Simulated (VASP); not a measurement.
A run of VASP 6.6.1:

File INCAR:

```
ALGO     = Normal         # electronic algorithm
EDIFF    = 1E-6           # SCF threshold, eV
ENCUT    = 910            # plane-wave cutoff, eV
GGA      = CA             # functional
GGA_COMPAT= False        
ISIF     = 2              # what is computed and relaxed
ISMEAR   = 0              # smearing method
LASPH    = True           # aspherical terms in the spheres
LCHARG   = False          # write CHGCAR
LREAL    = False          # projectors in reciprocal space
LWAVE    = False          # write WAVECAR
NBANDS   = 25             # bands
NELM     = 120            # most SCF steps
PREC     = Accurate       # precision mode
SIGMA    = 0.05           # smearing width, eV
```

Contents of KPOINTS:

```
k-points
0
Gamma
  6 6 10
```

POSCAR

```
SiO2
1.0
    4.0000112476      0.0000000000      0.0000000000
    0.0000000000      4.0000112476      0.0000000000
    0.0000000000      0.0000000000      2.9636083333
Si O
2 4
Direct
    0.5000000000      0.5000000000      0.5000000000
    0.0000000000      0.0000000000      0.0000000000
    0.6944252994      0.6944252994      0.0000000000
    0.1944252994      0.8055747006      0.5000000000
    0.3055747006      0.3055747006      0.0000000000
    0.8055747006      0.1944252994      0.5000000000
```

Potentials or basis: VASP PAW LDA potentials, release 64 (Si, O_h).

Run with:

```bash
$ cat potpaw_LDA.64/Si/POTCAR potpaw_LDA.64/O_h/POTCAR > POTCAR
$ mpirun -np 1 vasp_std > vasp.out
```

Hardware: 1 thread of Intel(R) Xeon(R) Platinum 8259CL CPU @ 2.50GHz (Skylake/Cascade Lake) (shared host).

**Question.** Estimate the wall time of this run.

**Answer.** Wall time 2.3 min on 1 thread of Intel(R) Xeon(R) Platinum 8259CL CPU @ 2.50GHz (Skylake/Cascade Lake), on a shared host, peak memory 0.25 GiB. Counts: scf iterations 13, k points 60.
